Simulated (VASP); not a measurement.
# Al2Pt (Fm-3m) in VASP: notebook

Al2Pt is run at these levels: PBEsol; tasks: single point, relaxation of volume and atoms at fixed shape.

Everything below comes from runs of VASP 6.6.1. Logs are shortened: lines on timing, memory, paths and dates and some standing lists are left out, and cuts for length are marked.

## (1) The cell of the first run

The structure is cubic, space group Fm-3m (No. 225). Conventional cell: a = 5.896 Å, b = 5.896 Å, c = 5.896 Å, α = 90.00°, β = 90.00°, γ = 90.00°. Within 3.4 Å of Al (site symmetry -43m) lie 4 Pt at 2.55 Å and 6 Al at 2.95 Å. Within 3.4 Å of Pt (site symmetry m-3m) lie 8 Al at 2.55 Å.

## (2) Single point, PBEsol

INCAR reads:

```
  ALGO = Normal
  EDIFF = 1E-6
  ENCUT = 500
  GGA = PS
  GGA_COMPAT = False
  ISIF = 2
  ISMEAR = 1
  LASPH = True
  LCHARG = False
  LREAL = False
  LWAVE = False
  NBANDS = 15
  NELM = 120
  PREC = Accurate
  SIGMA = 0.1
```

KPOINTS reads:

```
k-points
0
Gamma
  8 8 8
```

POSCAR reads:

```
Al2Pt
1.0
    0.0000000000      2.9479850105      2.9479850105
    2.9479850105      0.0000000000      2.9479850105
    2.9479850105      2.9479850105      0.0000000000
Al Pt
2 1
Direct
    0.2500000000      0.2500000000      0.2500000000
    0.7500000000      0.7500000000      0.7500000000
    0.0000000000      0.0000000000      0.0000000000
```

Potentials or basis: VASP PAW PBE potentials, release 64 (Al, Pt).

Run with:

```console
$ cat potpaw_PBE.64/Al/POTCAR potpaw_PBE.64/Pt/POTCAR > POTCAR
$ mpirun -np 1 vasp_std > vasp.out
```

OUTCAR:

```text
EDIFF = 1E-6
   ENCUT = 500
   GGA = PS
   ISIF = 2
   ISMEAR = 1
   LASPH = True
   LREAL = False
   NELM = 120
   PREC = Accurate

 ion  position               nearest neighbor table
   1  0.250  0.250  0.250-   3 2.55   3 2.55   3 2.55   3 2.55   2 2.95   2 2.95   2 2.95   2 2.95
                             2 2.95   2 2.95
   2  0.750  0.750  0.750-   3 2.55   3 2.55   3 2.55   3 2.55   1 2.95   1 2.95   1 2.95   1 2.95
                             1 2.95   1 2.95
   3  0.000  0.000  0.000-   2 2.55   2 2.55   2 2.55   1 2.55   2 2.55   1 2.55   1 2.55   1 2.55

  LATTYP: Found a face centered cubic cell.
 ALAT       =     5.8959700210

  Lattice vectors:

 A1 = (   0.0000000000,   2.9479850105,   2.9479850105)
 A2 = (   2.9479850105,   0.0000000000,   2.9479850105)
 A3 = (   2.9479850105,   2.9479850105,   0.0000000000)

Analysis of symmetry for initial positions (statically):
=====================================================================
 Subroutine PRICEL returns:
 Original cell was already a primitive cell.

 Routine SETGRP: Setting up the symmetry group for a
 face centered cubic supercell.

 Subroutine GETGRP returns: Found 48 space group operations
 (whereof 48 operations were pure point group operations)
 out of a pool of 48 trial point group operations.

The static configuration has the point symmetry O_h .

Analysis of symmetry for dynamics (positions and initial velocities):
=====================================================================
 Subroutine PRICEL returns:
 Original cell was already a primitive cell.

 Routine SETGRP: Setting up the symmetry group for a
 face centered cubic supercell.

 Subroutine GETGRP returns: Found 48 space group operations
 (whereof 48 operations were pure point group operations)
 out of a pool of 48 trial point group operations.

The dynamic configuration has the point symmetry O_h .

 Subroutine INISYM returns: Found 48 space group operations
 (whereof 48 operations are pure point group operations),
 and found     1 'primitive' translations

----------------------------------------------------------------------------------------

                                     Primitive cell

  volume of cell :      51.2396

  direct lattice vectors                    reciprocal lattice vectors
     0.000000000  2.947985011  2.947985011    -0.169607375  0.169607375  0.169607375
[... 98 lines left out ...]
   PSTRESS=    0.0 pullay stress
   NELECT =      16.0000    total number of electrons
   NUPDOWN=      -1.0000    fix difference up-down
   EMIN   =  10.00;   EMAX   =-10.00  energy-range for DOS
   EFERMI =   0.00;   METHOD = LEGACY
   ISMEAR =     1;   SIGMA  =   0.10  broadening in eV -4-tet -1-fermi 0-gaus
   EFERMI_NEDOS =   21; number of points for ismear=-14 and -15
   IALGO  =     38    algorithm
   IMIX   =      4    mixing-type and parameters
     AMIX     =   0.40;   BMIX     =  1.00
     AMIX_MAG =   1.60;   BMIX_MAG =  1.00
  volume/ion in A,a.u.               =      17.08       115.26
  Fermi-wavevector in a.u.,A,eV,Ry     =   1.110656  2.098835 16.783558  1.233557
  Thomas-Fermi vector in A             =   2.247210
   LORBIT       =      0    0 simple, 1 ext, 2 COOP (PROOUT), +10 PAW based schemes
   GGA     = PS    functional components
   LHFCALC =     F    Hartree Fock is set to
   AEXX    =    0.0000 exact exchange contribution
   IVDW    =     0    specifies the selected vdW correction
   LEPSILON=     F    determine dielectric tensor
   LRPA    =     F    only Hartree local field effects (RPA)
 non-spin polarized calculation
 Methfessel and Paxton  Order N= 1 SIGMA  =   0.10
  energy-cutoff  :      500.00
  volume of cell :       51.24
 maximum number of plane-waves:      1316
   NGX = 15   NGY = 15   NGZ = 15

 number of electron      16.0000001 magnetization

 Free energy of the ion-electron system (eV)
  ---------------------------------------------------
  ext. energy  EPLUGINS =         0.00000000
  ---------------------------------------------------
  free energy    TOTEN  =       -17.74968459 eV

  energy without entropy =      -17.75067265  energy(sigma->0) =      -17.75001394

 E-fermi :   7.8114     XC(G=0): -10.8442

 val. band max:        7.7716934957   @ k =   0.3750   0.2500   0.0000
 cond. band min:       7.8723248047   @ k =  -0.3750   0.1250   0.0000
 fundamental gap:      0.1006313090
 Fermi energy:         7.8114351068

 k-point     1 :       0.0000    0.0000    0.0000
  band No.  band energies     occupation
      1      -2.4137      2.00000
      2       2.7812      2.00000
      3       2.7812      2.00000
      4       2.7812      2.00000
      5       4.1483      2.00000
      6       4.1483      2.00000
      7      10.9139      0.00000
      8      11.6727      0.00000
      9      11.6727      0.00000
     10      11.6727      0.00000
     11      13.3413      0.00000
     12      13.3413      0.00000
     13      13.3413      0.00000
     14      14.2267      0.00000
[... 401 lines left out ...]
      2       1.7726      2.00000
      3       2.9356      2.00000
      4       3.4361      2.00000
      5       3.6890      2.00000
      6       4.3499      2.00000
      7       4.6169      2.00000
      8       6.8962      2.00000
      9       7.9944     -0.02667
     10      11.7316      0.00000
     11      13.1165      0.00000
     12      14.7439      0.00000
     13      15.1607      0.00000
     14      16.2746      0.00000
     15      16.8638      0.00000

 [... further k-points ...]

------------------------ aborting loop because EDIFF is reached ----------------------------------------

  FORCE on cell =-STRESS in cart. coord.  units (eV):
  Direction    XX          YY          ZZ          XY          YZ          ZX
  --------------------------------------------------------------------------------------
  -------------------------------------------------------------------------------------
  Total       -0.0057749     -0.0057749     -0.0057749     -0.0000000     -0.0000000     -0.0000000
  in kB       -0.1805713     -0.1805713     -0.1805713     -0.0000000     -0.0000000     -0.0000000
  external PRESSURE =      -0.1805713 kB  Pullay stress =       0.0000000 kB

 VOLUME and BASIS-vectors are now :
 -----------------------------------------------------------------------------
  energy-cutoff  :      500.00
  volume of cell :       51.24
      direct lattice vectors                 reciprocal lattice vectors
     0.000000000  2.947985011  2.947985011    -0.169607375  0.169607375  0.169607375
     2.947985011  0.000000000  2.947985011     0.169607375 -0.169607375  0.169607375
     2.947985011  2.947985011  0.000000000     0.169607375  0.169607375 -0.169607375

 POSITION                                       TOTAL-FORCE (eV/Angst)
 -----------------------------------------------------------------------------------
      1.47399      1.47399      1.47399         0.000000      0.000000     -0.000000
      4.42198      4.42198      4.42198        -0.000000     -0.000000      0.000000
      0.00000      0.00000      0.00000        -0.000000      0.000000      0.000000
 -----------------------------------------------------------------------------------
    total drift:                                0.000000     -0.000000     -0.000000

  FREE ENERGIE OF THE ION-ELECTRON SYSTEM (eV)
  ---------------------------------------------------
  free  energy   TOTEN  =       -17.7496845908 eV

  energy  without entropy=      -17.7506726465  energy(sigma->0) =      -17.75001394
```

Wall time 8.9 s (1 thread of Intel Xeon 6975P-C (Granite Rapids), shared host); peak memory 0.17 GiB.

What came out:

| Item | Value |
| --- | --- |
| Free energy | -17.7497 eV |
| Pressure | 0.0 GPa |
| Band gap on the k mesh | zero (bands 8 and 9 overlap by 5.42 eV) |

Caveat: the PAW data sets were made with another functional, which shifts forces and pressure a little; spin-orbit coupling is left out, which moves the levels of the heavy elements.

## (3) Relaxation of volume and atoms at fixed shape, PBEsol

This run uses another cell than the first one, of 17.20 Å³/atom.

INCAR reads:

```
SYSTEM = Al2Pt
PREC = Accurate ; ENCUT = 500
EDIFF = 1E-7 ; ISMEAR = 1
SIGMA = 0.1 ; LREAL = .FALSE.
LASPH = .TRUE. ; NELM = 120
ALGO = Normal ; ISIF = 8
LWAVE = .FALSE. ; LCHARG = .FALSE.
GGA = PS ; IBRION = 2
NSW = 80 ; EDIFFG = -0.01
GGA_COMPAT = .FALSE. ; NELMIN = 4
```

KPOINTS reads:

```
regular mesh
0
G
  8 8 8
  0 0 0
```

POSCAR reads:

```
Al2Pt
1.0
    0.0000000000      2.9550000000      2.9550000000
    2.9550000000      0.0000000000      2.9550000000
    2.9550000000      2.9550000000      0.0000000000
Al Pt
2 1
Direct
    0.2500000000      0.2500000000      0.2500000000
    0.7500000000      0.7500000000      0.7500000000
    0.0000000000      0.0000000000      0.0000000000
```

Potentials or basis: VASP PAW PBE potentials, release 64 (Al, Pt).

Run with:

```console
$ cat potpaw_PBE.64/Al/POTCAR potpaw_PBE.64/Pt/POTCAR > POTCAR
$ mpirun -np 1 vasp_std > vasp.out
```

OUTCAR:

```text
SYSTEM = Al2Pt
   PREC = Accurate
   ENCUT = 500
   EDIFF = 1E-7
   ISMEAR = 1
   LREAL = .FALSE.
   LASPH = .TRUE.
   NELM = 120
   ISIF = 8
   GGA = PS
   IBRION = 2
   NSW = 80
   EDIFFG = -0.01
   NELMIN = 4

 ion  position               nearest neighbor table
   1  0.250  0.250  0.250-   3 2.56   3 2.56   3 2.56   3 2.56   2 2.96   2 2.96   2 2.96   2 2.96
                             2 2.96   2 2.96
   2  0.750  0.750  0.750-   3 2.56   3 2.56   3 2.56   3 2.56   1 2.96   1 2.96   1 2.96   1 2.96
                             1 2.96   1 2.96
   3  0.000  0.000  0.000-   2 2.56   2 2.56   2 2.56   1 2.56   2 2.56   1 2.56   1 2.56   1 2.56

  LATTYP: Found a face centered cubic cell.
 ALAT       =     5.9100000000

  Lattice vectors:

 A1 = (   0.0000000000,   2.9550000000,   2.9550000000)
 A2 = (   2.9550000000,   0.0000000000,   2.9550000000)
 A3 = (   2.9550000000,   2.9550000000,   0.0000000000)

Analysis of symmetry for initial positions (statically):
=====================================================================
 Subroutine PRICEL returns:
 Original cell was already a primitive cell.

 Routine SETGRP: Setting up the symmetry group for a
 face centered cubic supercell.

 Subroutine GETGRP returns: Found 48 space group operations
 (whereof 48 operations were pure point group operations)
 out of a pool of 48 trial point group operations.

The static configuration has the point symmetry O_h .

Analysis of symmetry for dynamics (positions and initial velocities):
=====================================================================
 Subroutine PRICEL returns:
 Original cell was already a primitive cell.

 Routine SETGRP: Setting up the symmetry group for a
 face centered cubic supercell.

 Subroutine GETGRP returns: Found 48 space group operations
 (whereof 48 operations were pure point group operations)
 out of a pool of 48 trial point group operations.

The dynamic configuration has the point symmetry O_h .

 Subroutine INISYM returns: Found 48 space group operations
[... 140 lines left out ...]
 number of electron      16.0000002 magnetization

 Free energy of the ion-electron system (eV)
  ---------------------------------------------------
  ext. energy  EPLUGINS =         0.00000000
  ---------------------------------------------------
  free energy    TOTEN  =       -17.74854859 eV

  energy without entropy =      -17.74945326  energy(sigma->0) =      -17.74885015

------------------------ aborting loop because EDIFF is reached ----------------------------------------

  FORCE on cell =-STRESS in cart. coord.  units (eV):
  Direction    XX          YY          ZZ          XY          YZ          ZX
  --------------------------------------------------------------------------------------
  -------------------------------------------------------------------------------------
  Total       -0.3289039     -0.3289039     -0.3289039      0.0000000      0.0000000     -0.0000000
  in kB      -10.2112089    -10.2112089    -10.2112089      0.0000000      0.0000000     -0.0000000
  external PRESSURE =     -10.2112089 kB  Pullay stress =       0.0000000 kB
[... 61 lines left out ...]
--------------------------------------- Ionic step        3  -------------------------------------------

 number of electron      16.0000001 magnetization

 Free energy of the ion-electron system (eV)
  ---------------------------------------------------
  ext. energy  EPLUGINS =         0.00000000
  ---------------------------------------------------
  free energy    TOTEN  =       -17.74978555 eV

  energy without entropy =      -17.75077571  energy(sigma->0) =      -17.75011560

 E-fermi :   7.8159     XC(G=0): -10.8458

 val. band max:        7.7762649665   @ k =   0.3750   0.2500   0.0000
 cond. band min:       7.8767398219   @ k =  -0.3750   0.1250   0.0000
 fundamental gap:      0.1004748554
 Fermi energy:         7.8159082720

 k-point     1 :       0.0000    0.0000    0.0000
  band No.  band energies     occupation
      1      -2.4121      2.00000
      2       2.7839      2.00000
      3       2.7839      2.00000
      4       2.7839      2.00000
      5       4.1515      2.00000
      6       4.1515      2.00000
      7      10.9208      0.00000
      8      11.6773      0.00000
      9      11.6773      0.00000
     10      11.6773      0.00000
     11      13.3478      0.00000
     12      13.3478      0.00000
[... 331 lines left out ...]
 k-point    24 :      -0.3750    0.2500    0.1250
  band No.  band energies     occupation
      1       0.5344      2.00000
      2       1.7753      2.00000
      3       2.9382      2.00000
      4       3.4391      2.00000
      5       3.6922      2.00000
      6       4.3533      2.00000
      7       4.6204      2.00000
      8       6.9006      2.00000
      9       7.9987     -0.02676
     10      11.7368      0.00000
     11      13.1227      0.00000
     12      14.7496      0.00000

 [... further k-points ...]

------------------------ aborting loop because EDIFF is reached ----------------------------------------

  FORCE on cell =-STRESS in cart. coord.  units (eV):
  Direction    XX          YY          ZZ          XY          YZ          ZX
  --------------------------------------------------------------------------------------
  -------------------------------------------------------------------------------------
  Total        0.0000184      0.0000184      0.0000184      0.0000000      0.0000000     -0.0000000
  in kB        0.0005757      0.0005757      0.0005757      0.0000000      0.0000000     -0.0000000
  external PRESSURE =       0.0005757 kB  Pullay stress =       0.0000000 kB
[... 18 lines left out ...]
  FREE ENERGIE OF THE ION-ELECTRON SYSTEM (eV)
  ---------------------------------------------------
  free  energy   TOTEN  =       -17.7497855527 eV

  energy  without entropy=      -17.7507757076  energy(sigma->0) =      -17.75011560

 reached required accuracy - stopping structural energy minimisation
```

CONTCAR:

```text
Al2Pt
   1.00000000000000
     0.0000000000000000    2.9476311236499537    2.9476311236499537
     2.9476311236499537    0.0000000000000000    2.9476311236499537
     2.9476311236499537    2.9476311236499537    0.0000000000000000
  Al              Pt
     2     1
Direct
     0.2500000000000000    0.2500000000000000    0.2500000000000000
     0.7500000000000000    0.7500000000000000    0.7500000000000000
     0.0000000000000000    0.0000000000000000    0.0000000000000000

  0.00000000E+00  0.00000000E+00  0.00000000E+00
  0.00000000E+00  0.00000000E+00  0.00000000E+00
  0.00000000E+00  0.00000000E+00  0.00000000E+00
```

Run time: 18 s. Hardware: 1 thread of Intel Xeon 6975P-C (Granite Rapids), shared host; peak memory 0.18 GiB.

Results:

| Item | Value |
| --- | --- |
| Free energy | -17.7498 eV |
| Relaxed volume | 17.07 Å³/atom |
| Relaxed cell | a = 4.169 Å, b = 4.169 Å, c = 4.169 Å, α = 60.00°, β = 60.00°, γ = 60.00° |
| Space group after relaxing (to 0.1 Å) | Fm-3m (No. 225) |
| Energy gained by relaxing | 0.4 meV/atom |
| Ionic steps | 3 |
| Pressure after relaxing | 0.0 GPa |
| Band gap on the k mesh | zero (bands 8 and 9 overlap by 5.42 eV) |

Step by step:
```
step  energy change (eV)  largest force (eV/Å)  pressure (GPa)  volume (Å³)
   1              0.0000                0.0000           -1.02        51.61
   2              0.0004                0.0000            1.21        50.79
   3             -0.0012                0.0000            0.00        51.22
```

Final structure:
```cif
data_structure
_symmetry_space_group_name_H-M 'P 1'
_symmetry_Int_Tables_number 1
_cell_length_a 4.1686
_cell_length_b 4.1686
_cell_length_c 4.1686
_cell_angle_alpha 60.000
_cell_angle_beta 60.000
_cell_angle_gamma 60.000
_cell_volume 51.22
loop_
_atom_site_label
_atom_site_type_symbol
_atom_site_fract_x
_atom_site_fract_y
_atom_site_fract_z
_atom_site_occupancy
Al1 Al 0.25000 0.25000 0.25000 1
Al2 Al 0.75000 0.75000 0.75000 1
Pt1 Pt 0.00000 0.00000 0.00000 1
```

Caveat: the PAW data sets were made with another functional, which shifts forces and pressure a little; spin-orbit coupling is left out, which moves the levels of the heavy elements.
